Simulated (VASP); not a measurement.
# CdTe (F-43m) in VASP: vibrations by perturbation theory with PBEsol

Aim: the vibrations by perturbation theory of CdTe with PBEsol.

Program: VASP 6.6.1. These are calculated values, not measurements. Logs are shortened: lines on timing, memory, paths and dates and some standing lists are left out, and cuts for length are marked.

**1. The cell of the first run**

It takes space group F-43m (No. 216, cubic). The conventional cell has a = 5.708 Å, b = 5.708 Å, c = 5.708 Å, α = 90.00°, β = 90.00°, γ = 90.00°. Within 3.3 Å of Cd (site symmetry -43m) lie 4 Te at 2.47 Å. Within 3.3 Å of Te (site symmetry -43m) lie 4 Cd at 2.47 Å.

**2. Vibrations by perturbation theory, PBEsol**

INCAR

```
SYSTEM = CdTe
PREC = Accurate ; ENCUT = 500
EDIFF = 1E-8 ; ISMEAR = 0
SIGMA = 0.01 ; LREAL = .False.
LASPH = .True. ; NELM = 120
ALGO = Normal ; ISIF = 2
LWAVE = .False. ; LCHARG = .False.
GGA = PS ; IBRION = 8
NSW = 1 ; LEPSILON = .True.
GGA_COMPAT = .False.
```

KPOINTS

```
regular mesh
0
Gamma
  8 8 8
  0 0 0
```

POSCAR

```
CdTe
1.0
    0.0000000000      2.8539848126      2.8539848126
    2.8539848126      0.0000000000      2.8539848126
    2.8539848126      2.8539848126      0.0000000000
Cd Te
1 1
Direct
    0.0000000000      0.0000000000      0.0000000000
    0.7500000000      0.7500000000      0.7500000000
```

Potentials or basis: VASP PAW PBE potentials, release 64 (Cd, Te).

Command:

```sh
$ cat potpaw_PBE.64/Cd/POTCAR potpaw_PBE.64/Te/POTCAR > POTCAR
$ mpirun -np 1 vasp_std > vasp.out
```

OUTCAR:

```text
SYSTEM = CdTe
   PREC = Accurate
   ENCUT = 500
   EDIFF = 1E-8
   ISMEAR = 0
   LREAL = .False.
   LASPH = .True.
   NELM = 120
   ISIF = 2
   GGA = PS
   IBRION = 8
   NSW = 1
   LEPSILON = .True.

 ion  position               nearest neighbor table
   1  0.000  0.000  0.000-   2 2.47   2 2.47   2 2.47   2 2.47
   2  0.750  0.750  0.750-   1 2.47   1 2.47   1 2.47   1 2.47

  LATTYP: Found a face centered cubic cell.
 ALAT       =     5.7079696252

  Lattice vectors:

 A1 = (   0.0000000000,   2.8539848126,   2.8539848126)
 A2 = (   2.8539848126,   0.0000000000,   2.8539848126)
 A3 = (   2.8539848126,   2.8539848126,   0.0000000000)

Analysis of symmetry for initial positions (statically):
=====================================================================
 Subroutine PRICEL returns:
 Original cell was already a primitive cell.

 Routine SETGRP: Setting up the symmetry group for a
 face centered cubic supercell.

 Subroutine GETGRP returns: Found 24 space group operations
 (whereof 24 operations were pure point group operations)
 out of a pool of 48 trial point group operations.

The static configuration has the point symmetry T_d .

Analysis of symmetry for dynamics (positions and initial velocities):
=====================================================================
 Subroutine PRICEL returns:
 Original cell was already a primitive cell.

 Routine SETGRP: Setting up the symmetry group for a
 face centered cubic supercell.

 Subroutine GETGRP returns: Found 24 space group operations
 (whereof 24 operations were pure point group operations)
 out of a pool of 48 trial point group operations.

The dynamic configuration has the point symmetry T_d .

 Subroutine INISYM returns: Found 24 space group operations
 (whereof 24 operations are pure point group operations),
 and found     1 'primitive' translations

----------------------------------------------------------------------------------------

                                     Primitive cell

  volume of cell :      46.4927

  direct lattice vectors                    reciprocal lattice vectors
     0.000000000  2.853984813  2.853984813    -0.175193644  0.175193644  0.175193644
     2.853984813  0.000000000  2.853984813     0.175193644 -0.175193644  0.175193644
     2.853984813  2.853984813  0.000000000     0.175193644  0.175193644 -0.175193644

  length of vectors
     4.036144029  4.036144029  4.036144029     0.303444293  0.303444293  0.303444293

  position of ions in fractional coordinates (direct lattice)
     0.000000000  0.000000000  0.000000000
     0.750000000  0.750000000  0.750000000

  ion indices of the primitive-cell ions
   primitive index   ion index
                 1           1
                 2           2

----------------------------------------------------------------------------------------

 KPOINTS: regular mesh

Automatic generation of k-mesh.
 Grid dimensions read from file:
 generate k-points for:    8    8    8

 Generating k-lattice:

  Cartesian coordinates                     Fractional coordinates (reciprocal lattice)
[... 534 lines left out ...]
  ---------------------------------------------------
  ---------------------------------------------------
  free energy    TOTEN  =        -1.11448328 eV

  energy without entropy =       -1.11448328

------------------------ aborting loop because EDIFF is reached ----------------------------------------

--------------------------------------- Ionic step        2  -------------------------------------------

------------------------ aborting loop because EDIFF is reached ----------------------------------------

--------------------------------------- Ionic step        3  -------------------------------------------

------------------------ aborting loop because EDIFF is reached ----------------------------------------

 PIEZOELECTRIC TENSOR FIELD DIRECTION 3  (e Angst)
 -----------------------------------------------------------------------------
    -0.00164  0.99827  0.00000           (  0.00000 -0.06421  0.00000)
     0.99827 -0.00164  0.00000           ( -0.06421  0.00000  0.00000)
     0.00000  0.00000  0.00033           (  0.00000  0.00000  0.00000)

 PIEZOELECTRIC TENSOR FIELD DIRECTION 3  (C/m^2)
 -----------------------------------------------------------------------------
    -0.00057  0.34401  0.00000
     0.34401 -0.00057  0.00000
     0.00000  0.00000  0.00011

--------------------------------------- Ionic step        4  -------------------------------------------

------------------------ aborting loop because EDIFF is reached ----------------------------------------

[... ionic steps 5 to 6 ...]

--------------------------------------- Ionic step        7  -------------------------------------------

 Free energy of the ion-electron system (eV)
  ---------------------------------------------------
  ---------------------------------------------------
  free energy    TOTEN  =        -0.04705550 eV

  energy without entropy =       -0.04705550

------------------------ aborting loop because EDIFF is reached ----------------------------------------

 INTERNAL STRAIN TENSOR  FOR ION    2  DIRECTION 1   (eV/Angst):
 -----------------------------------------------------------------------------
    -0.01484  0.00000  0.00000
     0.00000  0.01108 27.41896
     0.00000 27.41896  0.01108

 MACROSCOPIC STATIC DIELECTRIC TENSOR (including local field effects in DFT)
 ------------------------------------------------------
           9.216087     0.000000     0.000000
           0.000000     9.216087     0.000000
          -0.000000     0.000000     9.216087
 ------------------------------------------------------

 PIEZOELECTRIC TENSOR (including local field effects)  for field in x, y, z        (e  Angst)
          XX          YY          ZZ          XY          YZ          ZX
  --------------------------------------------------------------------------------
  x     0.00000    -0.00000     0.00000     0.00000     1.02232     0.00000
  y    -0.00000     0.00000    -0.00000     0.00000     0.00000     1.02232
  z     0.00000     0.00000     0.00000     1.02232     0.00000     0.00000

 PIEZOELECTRIC TENSOR (including local field effects)  for field in x, y, z        (C/m^2)
          XX          YY          ZZ          XY          YZ          ZX
  --------------------------------------------------------------------------------
  x     0.00000    -0.00000     0.00000     0.00000     0.35230     0.00000
  y    -0.00000     0.00000    -0.00000     0.00000     0.00000     0.35230
  z     0.00000     0.00000     0.00000     0.35230     0.00000     0.00000

 BORN EFFECTIVE CHARGES (including local field effects) (in |e|, cummulative output)
 ---------------------------------------------------------------------------------
 ion    1
    1     1.48114     0.00000     0.00000
    2     0.00000     1.48114     0.00000
    3     0.00000    -0.00000     1.48114
 ion    2
    1    -1.48114     0.00000     0.00000
    2     0.00000    -1.48114     0.00000
    3     0.00000     0.00000    -1.48114

 INTERNAL STRAIN TENSOR FOR ION    2 for displacements in x,y,z  (eV/Angst):
          X           Y           Z          XY          YZ          ZX
  --------------------------------------------------------------------------------
  x     0.00000     0.00000     0.00000     0.00000    27.41896     0.00000
  y    -0.00000     0.00000    -0.00000     0.00000     0.00000    27.41896
  z     0.00000     0.00000     0.00000    27.41896     0.00000     0.00000

 SECOND DERIVATIVES (NOT SYMMETRIZED)
 ------------------------------------
               1X          1Y          1Z          2X          2Y          2Z
  1X   -15.087079    0.000000    0.000000   15.087079    0.000000    0.000000
  1Y     0.000000  -15.087079    0.000000    0.000000   15.087079    0.000000
  1Z     0.000000    0.000000  -15.087079    0.000000    0.000000   15.087079
  2X    15.068406    0.000000    0.000000  -15.068406    0.000000    0.000000
  2Y     0.000000   15.068406    0.000000    0.000000  -15.068406    0.000000
  2Z     0.000000    0.000000   15.068406    0.000000    0.000000  -15.068406

 Eigenvectors and eigenvalues of the dynamical matrix
 ----------------------------------------------------

   1 f  =    7.852596 THz    49.339315 2PiTHz  261.934402 cm-1    32.475712 meV
             X         Y         Z           dx          dy          dz
      0.000000  0.000000  0.000000     0.729349   -0.000000    0.000000
      4.280977  4.280977  4.280977    -0.684141    0.000000    0.000000
[... 21 lines left out ...]
   6 f/i=    0.002426 THz     0.015245 2PiTHz    0.080932 cm-1     0.010034 meV
             X         Y         Z           dx          dy          dz
      0.000000  0.000000  0.000000    -0.582075    0.359496    0.000000
      4.280977  4.280977  4.280977    -0.620539    0.383252    0.000000

--------------------------------------------------------------------------------------------------------

 MACROSCOPIC STATIC DIELECTRIC TENSOR IONIC CONTRIBUTION
 ------------------------------------------------------
           0.566285    -0.000000    -0.000000
          -0.000000     0.566285    -0.000000
          -0.000000    -0.000000     0.566285
 ------------------------------------------------------

 ELASTIC MODULI CONTR FROM IONIC RELAXATION (kBar)
 Direction    XX          YY          ZZ          XY          YZ          ZX
 --------------------------------------------------------------------------------
 XX          -0.0000     -0.0000     -0.0000     -0.0000      0.0000      0.0000
 YY          -0.0000     -0.0000     -0.0000     -0.0000     -0.0000      0.0000
 ZZ          -0.0000     -0.0000     -0.0000      0.0000     -0.0000      0.0000
 XY          -0.0000     -0.0000      0.0000  -1740.3913      0.0000      0.0000
 YZ           0.0000     -0.0000     -0.0000      0.0000  -1740.3913      0.0000
 ZX           0.0000      0.0000      0.0000      0.0000      0.0000  -1740.3913
 --------------------------------------------------------------------------------

 PIEZOELECTRIC TENSOR IONIC CONTR  for field in x, y, z        (C/m^2)
          XX          YY          ZZ          XY          YZ          ZX
  --------------------------------------------------------------------------------
  x     0.00000    -0.00000    -0.00000     0.00000    -0.93414     0.00000
  y     0.00000     0.00000     0.00000     0.00000     0.00000    -0.93414
  z    -0.00000    -0.00000     0.00000    -0.93414     0.00000     0.00000
```

Run time: 6 min. Hardware: 1 thread of Intel Xeon Platinum 8375C at 2.90GHz (Ice Lake), shared host; peak memory 0.3 GiB.

What came out:

* Electronic dielectric tensor (diagonal): 9.22
* Born charges (mean of the diagonal): Cd +1.48; Te -1.48 e
* Highest phonon frequency at Γ, LO-TO splitting left out: 262 cm⁻¹

Phonon frequencies in cm⁻¹ (negative: imaginary):
| q point | frequencies |
| --- | --- |
| (0.000, 0.000, 0.000) | 0 0 0 262 262 262 |

Electronic dielectric tensor:
```
9.22 0.00 0.00
0.00 9.22 0.00
0.00 0.00 9.22
```

Born effective charge tensors (e):
atom 1, Cd
```
1.48 0.00 0.00
0.00 1.48 0.00
0.00 0.00 1.48
```
atom 2, Te
```
-1.48  0.00  0.00
 0.00 -1.48  0.00
 0.00  0.00 -1.48
```

Caveat: the cell wasn't relaxed at this level first, which shifts response properties; spin-orbit coupling is left out, which moves the levels of the heavy elements.
